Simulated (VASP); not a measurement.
# Ta4S in VASP: single point with LDA

Aim: the single point of Ta4S with LDA.

Everything below comes from runs of VASP 6.6.1. Logs are shortened: lines on timing, memory, paths and dates and some standing lists are left out, and cuts for length are marked.

## (1) The cell of the first run

The cell holds a slab with vacuum, 5 atoms: a = 3.253 Å, b = 3.253 Å, c = 20.213 Å, α = 90.00°, β = 90.00°, γ = 90.00°.

## (2) Single point, LDA

INCAR

```
SYSTEM = Ta4S
  PREC = Accurate
  ENCUT = 520
  EDIFF = 1E-6
  ISMEAR = 0
  SIGMA = 0.1
  LREAL = .FALSE.
  LASPH = .TRUE.
  NELM = 60
  ALGO = Normal
  ISIF = 2
  LWAVE = .FALSE.
  LCHARG = .FALSE.
  LDIPOL = .TRUE.
  IDIPOL = 3
  DIPOL = 0.5 0.5 0.366
  GGA = CA
  NBANDS = 33
```

KPOINTS

```
Automatic mesh
0
G
  8 8 1
  0 0 0
```

POSCAR

```
Ta4S
1.0
    3.2528501163      0.0000000000      0.0000000000
    0.0000000000      3.2528501163      0.0000000000
    0.0000000000      0.0000000000     20.2133955625
Ta S
4 1
Direct
    0.5000000000      0.5000000000      0.1978885728
    0.0000000000      0.0000000000      0.2783513062
    0.5000000000      0.5000000000      0.3580225063
    0.0000000000     -0.2244462490      0.4576605790
    0.0000000000      0.2500000000      0.5396188055
```

Potentials or basis: VASP PAW LDA potentials, release 64 (Ta_pv, S).

Launch:

```bash
$ cat potpaw_LDA.64/Ta_pv/POTCAR potpaw_LDA.64/S/POTCAR > POTCAR
$ mpirun -np 1 vasp_std > vasp.out
```

OUTCAR:

```text
SYSTEM = Ta4S
   PREC = Accurate
   ENCUT = 520
   EDIFF = 1E-6
   ISMEAR = 0
   LREAL = .FALSE.
   LASPH = .TRUE.
   NELM = 60
   ISIF = 2
   GGA = CA

 ion  position               nearest neighbor table
   1  0.500  0.500  0.198-   2 2.82   2 2.82   2 2.82   2 2.82   3 3.24
   2  0.000  0.000  0.278-   3 2.81   3 2.81   3 2.81   3 2.81   1 2.82   1 2.82   1 2.82   1 2.82

   3  0.500  0.500  0.358-   4 2.74   4 2.74   2 2.81   2 2.81   2 2.81   2 2.81   1 3.24   4 3.50
                             4 3.50
   4  0.000  0.776  0.458-   5 2.26   5 2.38   3 2.74   3 2.74   3 3.50   3 3.50
   5  0.000  0.250  0.540-   4 2.26   4 2.38

  LATTYP: Found a simple tetragonal cell.
 ALAT       =     3.2528501163
 C/A-ratio  =     6.2140568547

  Lattice vectors:

 A1 = (   3.2528501163,   0.0000000000,   0.0000000000)
 A2 = (   0.0000000000,   3.2528501163,   0.0000000000)
 A3 = (   0.0000000000,   0.0000000000,  20.2133955625)

Analysis of symmetry for initial positions (statically):
=====================================================================
 Subroutine PRICEL returns:
 Original cell was already a primitive cell.

 Routine SETGRP: Setting up the symmetry group for a
 simple tetragonal supercell.

 Subroutine GETGRP returns: Found  2 space group operations
 (whereof  2 operations were pure point group operations)
 out of a pool of 16 trial point group operations.

The static configuration has the point symmetry C_1h.

Analysis of symmetry for dynamics (positions and initial velocities):
=====================================================================
 Subroutine PRICEL returns:
 Original cell was already a primitive cell.

 Routine SETGRP: Setting up the symmetry group for a
 simple tetragonal supercell.

 Subroutine GETGRP returns: Found  2 space group operations
 (whereof  2 operations were pure point group operations)
 out of a pool of 16 trial point group operations.

The dynamic configuration has the point symmetry C_1h.

 Subroutine INISYM returns: Found  2 space group operations
 (whereof  2 operations are pure point group operations),
 and found     1 'primitive' translations

----------------------------------------------------------------------------------------

                                     Primitive cell

  volume of cell :     213.8786

  direct lattice vectors                    reciprocal lattice vectors
     3.252850116  0.000000000  0.000000000     0.307422711  0.000000000  0.000000000
     0.000000000  3.252850116  0.000000000     0.000000000  0.307422711  0.000000000
     0.000000000  0.000000000 20.213395563     0.000000000  0.000000000  0.049472143

  length of vectors
     3.252850116  3.252850116 20.213395563     0.307422711  0.307422711  0.049472143

  position of ions in fractional coordinates (direct lattice)
     0.500000000  0.500000000  0.197888573
     0.000000000  0.000000000  0.278351306
     0.500000000  0.500000000  0.358022506
     0.000000000  0.775553751  0.457660579
     0.000000000  0.250000000  0.539618805

  ion indices of the primitive-cell ions
   primitive index   ion index
                 1           1
                 2           2
                 3           3
                 4           4
                 5           5

----------------------------------------------------------------------------------------

 KPOINTS: Automatic mesh

Automatic generation of k-mesh.
 Grid dimensions read from file:
 generate k-points for:    8    8    1

 Generating k-lattice:

  Cartesian coordinates                     Fractional coordinates (reciprocal lattice)
     0.038427839  0.000000000  0.000000000     0.125000000  0.000000000  0.000000000
     0.000000000  0.038427839  0.000000000     0.000000000  0.125000000  0.000000000
     0.000000000  0.000000000  0.049472143     0.000000000  0.000000000  1.000000000

  Length of vectors
     0.038427839  0.038427839  0.049472143

  Shift w.r.t. Gamma in fractional coordinates (k-lattice)
     0.000000000  0.000000000  0.000000000

 Subroutine IBZKPT returns following result:
 ===========================================

 Found     25 irreducible k-points:

 Following reciprocal coordinates:
            Coordinates               Weight
  0.000000  0.000000  0.000000      1.000000
  0.125000  0.000000  0.000000      2.000000
  0.000000  0.125000  0.000000      2.000000
  0.250000  0.000000  0.000000      2.000000
  0.000000  0.250000  0.000000      2.000000
  0.375000  0.000000  0.000000      2.000000
[... 16 lines left out ...]
  0.500000  0.375000  0.000000      2.000000
 -0.375000  0.500000  0.000000      2.000000
   k-points           NKPTS =     25   k-points in BZ     NKDIM =     25   number of bands    NBANDS=     33
   number of dos      NEDOS =    301   number of ions     NIONS =      5
   total plane-waves  NPLWV =  86400
   dimension x,y,z NGX =    24 NGY =   24 NGZ =  150
   dimension x,y,z NGXF=    48 NGYF=   48 NGZF=  300
   ions per type =               4   1
   NGX,Y,Z   is equivalent  to a cutoff of  12.27, 12.27, 12.34 a.u.
   NGXF,Y,Z  is equivalent  to a cutoff of  24.53, 24.53, 24.67 a.u.
 SYSTEM =  Ta4S
   PREC   = accura    normal or accurate (medium, high low for compatibility)
   ISTART =      0    job   : 0-new  1-cont  2-samecut
   ICHARG =      2    charge: 1-file 2-atom 10-const
   ISPIN  =      1    spin polarized calculation?
   LNONCOLLINEAR =      F non collinear calculations
   LSORBIT =      F    spin-orbit coupling
   LASPH  =      T    aspherical Exc in radial PAW
   ENCUT  =  520.0 eV  38.22 Ry    6.18 a.u.   6.05  6.05 37.58*2*pi/ulx,y,z
   NELM   =     60;   NELMIN=  2; NELMDL= -5     # of ELM steps
   EDIFF  = 0.1E-05   stopping-criterion for ELM
   LREAL  =      F    real-space projection
   EDIFFG = 0.1E-04   stopping-criterion for IOM
   NSW    =      0    number of steps for IOM
   IBRION =     -1    ionic relax: 0-MD 1-quasi-New 2-CG
   NFREE  =      0    steps in history (QN), initial steepest desc. (CG)
   ISIF   =      2    stress and relaxation
   ISYM   =      2    0-nonsym 1-usesym 2-fastsym
   POTIM  = 0.5000    time-step for ionic-motion
   TEBEG  =    0.0;   TEEND  =   0.0 temperature during run
   PSTRESS=    0.0 pullay stress
   NELECT =      50.0000    total number of electrons
   NUPDOWN=      -1.0000    fix difference up-down
   EMIN   =  10.00;   EMAX   =-10.00  energy-range for DOS
   EFERMI =   0.00;   METHOD = LEGACY
   ISMEAR =     0;   SIGMA  =   0.10  broadening in eV -4-tet -1-fermi 0-gaus
   EFERMI_NEDOS =   21; number of points for ismear=-14 and -15
   IALGO  =     38    algorithm
   IMIX   =      4    mixing-type and parameters
     AMIX     =   0.40;   BMIX     =  1.00
     AMIX_MAG =   1.60;   BMIX_MAG =  1.00
  volume/ion in A,a.u.               =      42.78       288.66
  Fermi-wavevector in a.u.,A,eV,Ry     =   1.008500  1.905788 13.838096  1.017071
  Thomas-Fermi vector in A             =   2.141370
   LORBIT       =      0    0 simple, 1 ext, 2 COOP (PROOUT), +10 PAW based schemes
   GGA     = CA    functional components
   LHFCALC =     F    Hartree Fock is set to
   AEXX    =    0.0000 exact exchange contribution
   IVDW    =     0    specifies the selected vdW correction
   LEPSILON=     F    determine dielectric tensor
   LRPA    =     F    only Hartree local field effects (RPA)
 non-spin polarized calculation
 Gauss-broadening in eV      SIGMA  =   0.10
  energy-cutoff  :      520.00
  volume of cell :      213.88
 maximum number of plane-waves:      5812
   NGX = 13   NGY = 13   NGZ = 75

 dipolmoment           0.000000      0.000000     -0.045327 electrons x Angstroem

 number of electron      50.0000006 magnetization

 dipolmoment           0.000000      0.000000      0.085811 electrons x Angstroem

 Free energy of the ion-electron system (eV)
  ---------------------------------------------------
  ext. energy  EPLUGINS =         0.00000000
  ---------------------------------------------------
  free energy    TOTEN  =       -53.61702625 eV

  energy without entropy =      -53.59713209  energy(sigma->0) =      -53.60707917

 E-fermi :  -0.3618     XC(G=0):  -6.2391

 val. band max:       -0.3698895655   @ k =   0.0000   0.2500   0.0000
 cond. band min:      -0.3578853476   @ k =   0.0000   0.0000   0.0000
 fundamental gap:      0.0120042178
 Fermi energy:        -0.3618130556

 k-point     1 :       0.0000    0.0000    0.0000
  band No.  band energies     occupation
      1     -34.9906      2.00000
      2     -34.7829      2.00000
      3     -34.7818      2.00000
      4     -34.7340      2.00000
      5     -34.4802      2.00000
      6     -34.4549      2.00000
[... 25 lines left out ...]
     32       2.2677      0.00000
     33       2.7856      0.00000

 k-point     2 :       0.1250    0.0000    0.0000
  band No.  band energies     occupation
      1     -34.9980      2.00000
      2     -34.8345      2.00000
      3     -34.7702      2.00000
      4     -34.7218      2.00000
      5     -34.5348      2.00000
      6     -34.4509      2.00000
[... 25 lines left out ...]
     32       2.2981      0.00000
     33       2.3868      0.00000

 k-point     3 :       0.0000    0.1250    0.0000
  band No.  band energies     occupation
      1     -34.9987      2.00000
      2     -34.8334      2.00000
      3     -34.7699      2.00000
      4     -34.7299      2.00000
      5     -34.4923      2.00000
      6     -34.4751      2.00000
[... 25 lines left out ...]
     32       2.4642      0.00000
     33       2.6973      0.00000

 k-point     4 :       0.2500    0.0000    0.0000
  band No.  band energies     occupation
      1     -35.0227      2.00000
      2     -34.9354      2.00000
      3     -34.7409      2.00000
      4     -34.7219      2.00000
      5     -34.6415      2.00000
      6     -34.4428      2.00000
[... 25 lines left out ...]
     32       2.0768      0.00000
     33       2.2528      0.00000

 k-point     5 :       0.0000    0.2500    0.0000
  band No.  band energies     occupation
      1     -35.0258      2.00000
      2     -34.9333      2.00000
      3     -34.7435      2.00000
      4     -34.7409      2.00000
      5     -34.5715      2.00000
      6     -34.4627      2.00000
[... 604 lines left out ...]
 k-point    22 :       0.3750    0.3750    0.0000
  band No.  band energies     occupation
      1     -35.0324      2.00000
      2     -35.0171      2.00000
      3     -34.9055      2.00000
      4     -34.7657      2.00000
      5     -34.7171      2.00000
      6     -34.5893      2.00000
[... 25 lines left out ...]
     32       3.0626      0.00000
     33       3.6657      0.00000

 k-point    23 :       0.5000    0.3750    0.0000
  band No.  band energies     occupation
      1     -35.0568      2.00000
      2     -35.0302      2.00000
      3     -34.8984      2.00000
      4     -34.7763      2.00000
      5     -34.7496      2.00000
      6     -34.5888      2.00000
[... 25 lines left out ...]
     32       3.3974      0.00000
     33       3.6926      0.00000

 k-point    24 :      -0.3750    0.5000    0.0000
  band No.  band energies     occupation
      1     -35.0469      2.00000
      2     -35.0418      2.00000
      3     -34.8992      2.00000
      4     -34.7854      2.00000
      5     -34.7151      2.00000
      6     -34.5942      2.00000
[... 25 lines left out ...]
     32       3.5923      0.00000
     33       3.9740      0.00000

 [... further k-points ...]

------------------------ aborting loop because EDIFF is reached ----------------------------------------

 vacuum level on the upper side and lower side of the slab       (xc-potential included)         0.564        -0.895

  FORCE on cell =-STRESS in cart. coord.  units (eV):
  Direction    XX          YY          ZZ          XY          YZ          ZX
  --------------------------------------------------------------------------------------
  -------------------------------------------------------------------------------------
  Total       -5.4180721     -5.2166129     -3.8033011      0.0000000      3.7831724      0.0000000
  in kB      -40.5870962    -39.0779540    -28.4907522      0.0000000     28.3399669      0.0000000
  external PRESSURE =     -36.0519341 kB  Pullay stress =       0.0000000 kB

 VOLUME and BASIS-vectors are now :
 -----------------------------------------------------------------------------
  energy-cutoff  :      520.00
  volume of cell :      213.88
      direct lattice vectors                 reciprocal lattice vectors
     3.252850116  0.000000000  0.000000000     0.307422711  0.000000000  0.000000000
     0.000000000  3.252850116  0.000000000     0.000000000  0.307422711  0.000000000
     0.000000000  0.000000000 20.213395563     0.000000000  0.000000000  0.049472143

 POSITION                                       TOTAL-FORCE (eV/Angst)
 -----------------------------------------------------------------------------------
      1.62643      1.62643      4.00000         0.000000      0.023650      1.691501
      0.00000      0.00000      5.62643         0.000000     -0.093522     -0.963128
      1.62643      1.62643      7.23685         0.000000     -0.939279     -0.766844
      0.00000      2.52276      9.25087         0.000000     -0.002948     -0.004179
      0.00000      0.81321     10.90753         0.000000      1.012099      0.042651
 -----------------------------------------------------------------------------------
    total drift:                                0.000000     -0.000233     -0.000031

  FREE ENERGIE OF THE ION-ELECTRON SYSTEM (eV)
  ---------------------------------------------------
  free  energy   TOTEN  =       -53.6170262485 eV

  energy  without entropy=      -53.5971320884  energy(sigma->0) =      -53.60707917

 vacuum level on the upper side and lower side of the slab         5.216         3.693
```

It took 2 min on 1 thread of Intel Xeon 6975P-C (Granite Rapids), shared host; peak memory 0.31 GiB.

What came out:

| Quantity | Value |
| --- | --- |
| Free energy | -53.6170 eV |
| Largest force | 1.692 eV/Å |
| Band gap on the k mesh | zero (band 25 reaches -0.08 eV, above the bottom of band 26 at -0.47 eV) |

Forces on the atoms (eV/Å):
```
Ta   0.000  0.024  1.692
Ta   0.000 -0.094 -0.963
Ta   0.000 -0.939 -0.767
Ta   0.000 -0.003 -0.004
S    0.000  1.012  0.043
```

Levels at points of the mesh, in eV from the Fermi level:
```
           k point  band 21  band 22  band 23  band 24  band 25  band 26  band 27  band 28  band 29  band 30
(0.00, 0.00, 0.00)    -1.26    -1.17    -0.12     0.00     0.28     0.47     0.81     1.05     1.57     1.70
(0.50, 0.00, 0.00)    -1.21    -1.05    -0.98    -0.56    -0.10     0.47     1.23     1.29     1.52     1.89
(0.00, 0.50, 0.00)    -1.46    -1.06    -0.78    -0.77    -0.49     0.59     0.94     1.47     1.61     2.17
(0.50, 0.50, 0.00)    -1.89    -1.60    -1.22    -0.46    -0.30     0.45     1.77     2.40     2.48     2.65
```

Caveat: spin-orbit coupling is left out, which moves the levels of the heavy elements.
